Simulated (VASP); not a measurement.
A run of VASP 6.6.1 is set up as follows.

The input INCAR:

```
SYSTEM = Pd
PREC = Accurate
ENCUT = 520
EDIFF = 1E-6
ISMEAR = 0
SIGMA = 0.15
LREAL = .FALSE.
LASPH = .TRUE.
NELM = 100
ALGO = Normal
ISIF = 2
LWAVE = .FALSE.
LCHARG = .FALSE.
GGA = PS
NBANDS = 11
```

File KPOINTS:

```
regular mesh
0
G
  20 20 20
  0 0 0
```

File POSCAR:

```
Pd
1.0
    0.0000000000      1.8476550000      1.8476550000
    1.8476550000      0.0000000000      1.8476550000
    1.8476550000      1.8476550000      0.0000000000
Pd
1
Direct
    0.0000000000      0.0000000000      0.0000000000
```

Potentials or basis: VASP PAW PBE potentials, release 64 (Pd).

The run is started by

```sh
$ cat potpaw_PBE.64/Pd/POTCAR > POTCAR
$ mpirun -np 1 vasp_std > vasp.out
```

Problem. What does it give for the pressure?

Solution. 42.3 GPa.

Problem. Predict the band gap on the k mesh.

Solution. Zero (bands 5 and 6 overlap by 2.08 eV).

Caveat: the cell differs from its parent crystal (strain -0.050 along x and y, -0.050 along z); the cell stands under pressure; the PAW data sets were made with another functional, which shifts forces and pressure a little.
